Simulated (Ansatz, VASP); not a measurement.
**Sn in VASP and in Ansatz**

```
CELL_PARAMETERS angstrom
3.50819 0.00000 0.00000
-1.75410 3.03818 0.00000
0.00000 0.00000 11.55150
ATOMIC_POSITIONS crystal
Sn 0.00000 0.00000 0.00000
Sn 0.00000 0.00000 0.50000
Sn 0.33333 0.66667 0.25000
Sn 0.66667 0.33333 0.75000
```

Alike in both runs: task single point; functional BLYP; k mesh 12 × 12 × 3; occupations fermi-dirac, width 0.1 eV; no spin polarisation.

|  | VASP | Ansatz |
| --- | --- | --- |
| version | VASP 6.6.1 | Ansatz 0.2.0 |
| potentials or method | VASP PAW PBE potentials, release 64 (Sn_d), cutoff 520 eV | plane waves (420 eV) with PAW, scalar-relativistic |
| valence electrons in the cell | 56 | 56 |

|  | VASP | Ansatz | Ansatz less VASP |
| --- | --- | --- | --- |
| pressure (GPa) | 0.1 | 0.1 | 0.00 |
| traceless stress, the component that is largest in VASP (GPa) | -0.19 | -0.19 | +0.005 |

VASP's potentials were made for PBE, not for BLYP. With one functional, cell and mesh, what is left measures potentials, basis and numerics.
